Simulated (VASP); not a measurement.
# TePb (Pnma) in VASP: single point with LDA

Aim: the single point of TePb with LDA.

Everything below comes from runs of VASP 6.6.1. Logs are shortened: lines on timing, memory, paths and dates and some standing lists are left out, and cuts for length are marked.

## Step 1: The cell of the first run

The structure is orthorhombic, space group Pnma (No. 62). Conventional cell: a = 7.972 Å, b = 4.571 Å, c = 7.915 Å, α = 90.00°, β = 90.00°, γ = 90.00°. Within 4.3 Å of Te (site symmetry m) lie 6 Pb at 3.30 to 3.31 Å. Within 4.3 Å of Pb (site symmetry m) lie 6 Te at 3.30 to 3.31 Å and 2 Pb at 3.99 Å.

## Step 2: Single point, LDA

Contents of INCAR:

```
ALGO     = Normal         # electronic algorithm
EDIFF    = 1E-6           # SCF threshold, eV
ENCUT    = 520            # plane-wave cutoff, eV
GGA      = CA             # functional
ISIF     = 2              # what is computed and relaxed
ISMEAR   = 0              # smearing method
LASPH    = True           # aspherical terms in the spheres
LCHARG   = False          # write CHGCAR
LREAL    = False          # projectors in reciprocal space
LWAVE    = False          # write WAVECAR
NBANDS   = 50             # bands
NELM     = 80             # most SCF steps
PREC     = Accurate       # precision mode
SIGMA    = 0.01           # smearing width, eV
```

Contents of KPOINTS:

```
k-points
0
Gamma
  2 4 4
```

Contents of POSCAR:

```
TePb
1.0
    7.9717380000      0.0000000000      0.0000000000
    0.0000000000      4.5705830000      0.0000000000
    0.0000000000      0.0000000000      7.9149680000
Te Pb
4 4
Direct
    0.2489070000      0.7500000000      0.0833830000
    0.7489070000      0.7500000000      0.4166170000
    0.2510930000      0.2500000000      0.5833830000
    0.7510930000      0.2500000000      0.9166170000
    0.0015320000      0.7500000000      0.7487450000
    0.5015320000      0.7500000000      0.7512550000
    0.4984680000      0.2500000000      0.2487450000
    0.9984680000      0.2500000000      0.2512550000
```

Potentials or basis: VASP PAW LDA potentials, release 64 (Te, Pb_d).

Launch:

```bash
$ cat potpaw_LDA.64/Te/POTCAR potpaw_LDA.64/Pb_d/POTCAR > POTCAR
$ mpirun -np 1 vasp_std > vasp.out
```

OUTCAR:

```text
EDIFF = 1E-6
   ENCUT = 520
   GGA = CA
   ISIF = 2
   ISMEAR = 0
   LASPH = True
   LREAL = False
   NELM = 80
   PREC = Accurate

 ion  position               nearest neighbor table
   1  0.249  0.750  0.083-   7 3.30   7 3.30   5 3.30   6 3.31   8 3.31   8 3.31
   2  0.749  0.750  0.417-   8 3.30   8 3.30   6 3.30   5 3.31   7 3.31   7 3.31
   3  0.251  0.250  0.583-   5 3.30   5 3.30   7 3.30   8 3.31   6 3.31   6 3.31
   4  0.751  0.250  0.917-   6 3.30   6 3.30   8 3.30   7 3.31   5 3.31   5 3.31
   5  0.002  0.750  0.749-   3 3.30   3 3.30   1 3.30   2 3.31   4 3.31   4 3.31   6 3.99   6 3.99

   6  0.502  0.750  0.751-   4 3.30   4 3.30   2 3.30   1 3.31   3 3.31   3 3.31   5 3.99   5 3.99

   7  0.498  0.250  0.249-   1 3.30   1 3.30   3 3.30   4 3.31   2 3.31   2 3.31   8 3.99   8 3.99

   8  0.998  0.250  0.251-   2 3.30   2 3.30   4 3.30   3 3.31   1 3.31   1 3.31   7 3.99   7 3.99

  LATTYP: Found a simple orthorhombic cell.
 ALAT       =     4.5705830000
 B/A-ratio  =     1.7317195640
 C/A-ratio  =     1.7441402990

  Lattice vectors:

 A1 = (   0.0000000000,   4.5705830000,   0.0000000000)
 A2 = (   0.0000000000,   0.0000000000,   7.9149680000)
 A3 = (   7.9717380000,   0.0000000000,   0.0000000000)

Analysis of symmetry for initial positions (statically):
=====================================================================
 Subroutine PRICEL returns:
 Original cell was already a primitive cell.

 Routine SETGRP: Setting up the symmetry group for a
 simple orthorhombic supercell.

 Subroutine GETGRP returns: Found  8 space group operations
 (whereof  2 operations were pure point group operations)
 out of a pool of  8 trial point group operations.

The static configuration has the point symmetry S_2 .
 The point group associated with its full space group is D_2h.

Analysis of symmetry for dynamics (positions and initial velocities):
=====================================================================
 Subroutine PRICEL returns:
 Original cell was already a primitive cell.

 Routine SETGRP: Setting up the symmetry group for a
 simple orthorhombic supercell.

 Subroutine GETGRP returns: Found  8 space group operations
 (whereof  2 operations were pure point group operations)
 out of a pool of  8 trial point group operations.

The dynamic configuration has the point symmetry S_2 .
 The point group associated with its full space group is D_2h.

 Subroutine INISYM returns: Found  8 space group operations
 (whereof  2 operations are pure point group operations),
 and found     1 'primitive' translations

----------------------------------------------------------------------------------------

                                     Primitive cell

  volume of cell :     288.3857

  direct lattice vectors                    reciprocal lattice vectors
     7.971738000  0.000000000  0.000000000     0.125443159  0.000000000  0.000000000
     0.000000000  4.570583000  0.000000000     0.000000000  0.218790469  0.000000000
     0.000000000  0.000000000  7.914968000     0.000000000  0.000000000  0.126342899

  length of vectors
     7.971738000  4.570583000  7.914968000     0.125443159  0.218790469  0.126342899

  position of ions in fractional coordinates (direct lattice)
     0.248907000  0.750000000  0.083383000
     0.748907000  0.750000000  0.416617000
     0.251093000  0.250000000  0.583383000
     0.751093000  0.250000000  0.916617000
     0.001532000  0.750000000  0.748745000
     0.501532000  0.750000000  0.751255000
     0.498468000  0.250000000  0.248745000
     0.998468000  0.250000000  0.251255000

  ion indices of the primitive-cell ions
   primitive index   ion index
                 1           1
                 2           2
                 3           3
                 4           4
                 5           5
                 6           6
                 7           7
                 8           8

----------------------------------------------------------------------------------------

 KPOINTS: k-points

Automatic generation of k-mesh.
 Grid dimensions read from file:
 generate k-points for:    2    4    4

 Generating k-lattice:

  Cartesian coordinates                     Fractional coordinates (reciprocal lattice)
     0.062721580  0.000000000  0.000000000     0.500000000  0.000000000  0.000000000
     0.000000000  0.054697617  0.000000000     0.000000000  0.250000000  0.000000000
     0.000000000  0.000000000  0.031585725     0.000000000  0.000000000  0.250000000

  Length of vectors
     0.062721580  0.054697617  0.031585725

  Shift w.r.t. Gamma in fractional coordinates (k-lattice)
     0.000000000  0.000000000  0.000000000

 Subroutine IBZKPT returns following result:
 ===========================================

 Found     18 irreducible k-points:

 Following reciprocal coordinates:
            Coordinates               Weight
  0.000000  0.000000  0.000000      1.000000
  0.500000  0.000000  0.000000      1.000000
  0.000000  0.250000  0.000000      2.000000
  0.500000  0.250000  0.000000      2.000000
  0.000000  0.500000  0.000000      1.000000
  0.500000  0.500000  0.000000      1.000000
[... 10 lines left out ...]
  0.000000  0.500000  0.500000      1.000000
  0.500000  0.500000  0.500000      1.000000
   k-points           NKPTS =     18   k-points in BZ     NKDIM =     18   number of bands    NBANDS=     50
   number of dos      NEDOS =    301   number of ions     NIONS =      8
   total plane-waves  NPLWV = 129600
   dimension x,y,z NGX =    60 NGY =   36 NGZ =   60
   dimension x,y,z NGXF=   120 NGYF=   72 NGZF=  120
   ions per type =               4   4
   NGX,Y,Z   is equivalent  to a cutoff of  12.51, 13.09, 12.60 a.u.
   NGXF,Y,Z  is equivalent  to a cutoff of  25.03, 26.19, 25.20 a.u.
 SYSTEM =  unknown system
   PREC   = accura    normal or accurate (medium, high low for compatibility)
   ISTART =      0    job   : 0-new  1-cont  2-samecut
   ICHARG =      2    charge: 1-file 2-atom 10-const
   ISPIN  =      1    spin polarized calculation?
   LNONCOLLINEAR =      F non collinear calculations
   LSORBIT =      F    spin-orbit coupling
   LASPH  =      T    aspherical Exc in radial PAW
   ENCUT  =  520.0 eV  38.22 Ry    6.18 a.u.  14.82  8.50 14.72*2*pi/ulx,y,z
   NELM   =     80;   NELMIN=  2; NELMDL= -5     # of ELM steps
   EDIFF  = 0.1E-05   stopping-criterion for ELM
   LREAL  =      F    real-space projection
   EDIFFG = 0.1E-04   stopping-criterion for IOM
   NSW    =      0    number of steps for IOM
   IBRION =     -1    ionic relax: 0-MD 1-quasi-New 2-CG
   NFREE  =      0    steps in history (QN), initial steepest desc. (CG)
   ISIF   =      2    stress and relaxation
   ISYM   =      2    0-nonsym 1-usesym 2-fastsym
   POTIM  = 0.5000    time-step for ionic-motion
   TEBEG  =    0.0;   TEEND  =   0.0 temperature during run
   PSTRESS=    0.0 pullay stress
   NELECT =      80.0000    total number of electrons
   NUPDOWN=      -1.0000    fix difference up-down
   EMIN   =  10.00;   EMAX   =-10.00  energy-range for DOS
   EFERMI =   0.00;   METHOD = LEGACY
   ISMEAR =     0;   SIGMA  =   0.01  broadening in eV -4-tet -1-fermi 0-gaus
   EFERMI_NEDOS =   21; number of points for ismear=-14 and -15
   IALGO  =     38    algorithm
   IMIX   =      4    mixing-type and parameters
     AMIX     =   0.40;   BMIX     =  1.00
     AMIX_MAG =   1.60;   BMIX_MAG =  1.00
  volume/ion in A,a.u.               =      36.05       243.27
  Fermi-wavevector in a.u.,A,eV,Ry     =   1.067694  2.017650 15.510247  1.139971
  Thomas-Fermi vector in A             =   2.203319
   LORBIT       =      0    0 simple, 1 ext, 2 COOP (PROOUT), +10 PAW based schemes
   GGA     = CA    functional components
   LHFCALC =     F    Hartree Fock is set to
   AEXX    =    0.0000 exact exchange contribution
   IVDW    =     0    specifies the selected vdW correction
   LEPSILON=     F    determine dielectric tensor
   LRPA    =     F    only Hartree local field effects (RPA)
 non-spin polarized calculation
 Gauss-broadening in eV      SIGMA  =   0.01
  energy-cutoff  :      520.00
  volume of cell :      288.39
 maximum number of plane-waves:      7800
 NGX is ok and might be reduce to    60
   NGX = 29   NGY = 17   NGZ = 29

 number of electron      80.0000016 magnetization

 Free energy of the ion-electron system (eV)
  ---------------------------------------------------
  ext. energy  EPLUGINS =         0.00000000
  ---------------------------------------------------
  free energy    TOTEN  =       -34.37636359 eV

  energy without entropy =      -34.37636359  energy(sigma->0) =      -34.37636359

 E-fermi :   5.1116     XC(G=0):  -9.2731

 val. band max:        5.0474244426   @ k =   0.0000   0.2500   0.0000
 cond. band min:       5.1556918378   @ k =   0.0000   0.0000   0.0000
 fundamental gap:      0.1082673952
 Fermi energy:         5.1116303435

 k-point     1 :       0.0000    0.0000    0.0000
  band No.  band energies     occupation
      1     -12.0534      2.00000
      2     -12.0335      2.00000
      3     -12.0250      2.00000
      4     -12.0196      2.00000
      5     -12.0191      2.00000
      6     -12.0147      2.00000
[... 42 lines left out ...]
     49       8.6727      0.00000
     50       9.2272      0.00000

 k-point     2 :       0.5000    0.0000    0.0000
  band No.  band energies     occupation
      1     -12.0312      2.00000
      2     -12.0312      2.00000
      3     -12.0117      2.00000
      4     -12.0117      2.00000
      5     -12.0112      2.00000
      6     -12.0112      2.00000
[... 42 lines left out ...]
     49       7.7953      0.00000
     50       7.8251      0.00000

 k-point     3 :       0.0000    0.2500    0.0000
  band No.  band energies     occupation
      1     -12.0420      2.00000
      2     -12.0315      2.00000
      3     -12.0300      2.00000
      4     -12.0286      2.00000
      5     -12.0231      2.00000
      6     -12.0163      2.00000
[... 784 lines left out ...]
     49       9.2268      0.00000
     50       9.2336      0.00000

 k-point    18 :       0.5000    0.5000    0.5000
  band No.  band energies     occupation
      1     -12.0317      2.00000
      2     -12.0317      2.00000
      3     -12.0317      2.00000
      4     -12.0317      2.00000
      5     -12.0003      2.00000
      6     -12.0003      2.00000
[... 42 lines left out ...]
     49       7.8336      0.00000
     50       7.8336      0.00000

------------------------ aborting loop because EDIFF is reached ----------------------------------------

  FORCE on cell =-STRESS in cart. coord.  units (eV):
  Direction    XX          YY          ZZ          XY          YZ          ZX
  --------------------------------------------------------------------------------------
  -------------------------------------------------------------------------------------
  Total       -6.7360951     -5.3666158     -5.4565889      0.0000000      0.0000000      0.0000000
  in kB      -37.4235523    -29.8151711    -30.3150326      0.0000000      0.0000000      0.0000000
  external PRESSURE =     -32.5179187 kB  Pullay stress =       0.0000000 kB

 VOLUME and BASIS-vectors are now :
 -----------------------------------------------------------------------------
  energy-cutoff  :      520.00
  volume of cell :      288.39
      direct lattice vectors                 reciprocal lattice vectors
     7.971738000  0.000000000  0.000000000     0.125443159  0.000000000  0.000000000
     0.000000000  4.570583000  0.000000000     0.000000000  0.218790469  0.000000000
     0.000000000  0.000000000  7.914968000     0.000000000  0.000000000  0.126342899

 POSITION                                       TOTAL-FORCE (eV/Angst)
 -----------------------------------------------------------------------------------
      1.98422      3.42794      0.65997         0.003153      0.000000     -0.015589
      5.97009      3.42794      3.29751         0.003153      0.000000      0.015589
      2.00165      1.14265      4.61746        -0.003153      0.000000     -0.015589
      5.98752      1.14265      7.25499        -0.003153      0.000000      0.015589
      0.01221      3.42794      5.92629         0.003779     -0.000000      0.003180
      3.99808      3.42794      5.94616         0.003779      0.000000     -0.003180
      3.97366      1.14265      1.96881        -0.003779      0.000000      0.003180
      7.95953      1.14265      1.98868        -0.003779      0.000000     -0.003180
 -----------------------------------------------------------------------------------
    total drift:                                0.000000     -0.000000     -0.000000

  FREE ENERGIE OF THE ION-ELECTRON SYSTEM (eV)
  ---------------------------------------------------
  free  energy   TOTEN  =       -34.3763635901 eV

  energy  without entropy=      -34.3763635901  energy(sigma->0) =      -34.37636359
```

Run time: 8.6 min. Hardware: 1 thread of AMD EPYC 7R13, shared host; peak memory 0.36 GiB.

Results:

```
Free energy            : -34.3764 eV
Pressure               : -3.3 GPa
Largest force          : 0.016 eV/Å
Band gap on the k mesh : 0.11 eV
```

Forces on the atoms (eV/Å):
```
Te   0.003  0.000 -0.016
Te   0.003  0.000  0.016
Te  -0.003  0.000 -0.016
Te  -0.003  0.000  0.016
Pb   0.004  0.000  0.003
Pb   0.004  0.000 -0.003
Pb  -0.004  0.000  0.003
Pb  -0.004  0.000 -0.003
```

Caveat: spin-orbit coupling is left out, which moves the levels of the heavy elements.
